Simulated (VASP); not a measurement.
Set up this calculation in VASP 6.6.1, as the native input.

- Task: single point
- Functional: PBE
- Potentials or basis: VASP PAW PBE potentials, release 64 (Co, Ti_sv)
- Cutoff: 520 eV
- k mesh: 9 × 9 × 9
- Occupations: fermi-dirac, width 0.05 eV
- Spin: collinear spin, ferromagnetic start
- Starting moments: [2.0, 1.0] μB
- Dipole correction: no
- Further INCAR settings: ALGO = Fast; EDIFF = 1e-06; NBANDS = 22

The structure of TiCo lies in POSCAR:

```
TiCo
1.0
    3.0058871358      0.0000000000      0.0000000000
    0.0000000000      3.0058871358      0.0000000000
    0.0000000000      0.0000000000      3.0058871358
Co Ti
1 1
Direct
    0.5000000000      0.5000000000      0.5000000000
    0.0000000000      0.0000000000      0.0000000000
```

One way to write it, as run:

INCAR

```
PREC = Accurate ; ENCUT = 520
EDIFF = 1E-6 ; ISMEAR = -1
SIGMA = 0.05 ; LREAL = False
LASPH = True ; NELM = 150
ALGO = Fast ; ISIF = 2
LWAVE = False ; LCHARG = True
ISPIN = 2 ; MAGMOM = 2 1
LORBIT = 11 ; LMAXMIX = 4
GGA = PE ; LELF = True
LVHAR = True ; NBANDS = 22
```

KPOINTS

```
regular mesh
0
Gamma
  9 9 9
```

Potentials or basis: VASP PAW PBE potentials, release 64 (Co, Ti_sv).

Command:

```sh
$ cat potpaw_PBE.64/Co/POTCAR potpaw_PBE.64/Ti_sv/POTCAR > POTCAR
$ mpirun -np 1 vasp_std > vasp.out
```

It gave:

```json
{
 "Pressure": "-4.1 GPa",
 "Net moment": "0.82 μB per cell",
 "Site moments": "Co +0.92; Ti -0.04 μB",
 "Valence electrons inside the program's atomic spheres": "Co 8.26; Ti 10.26"
}
```

Caveat: the cell stands under tension.

Wall time 71 s on 1 thread of Intel Xeon 8259CL, on a shared host, peak memory 0.17 GiB.
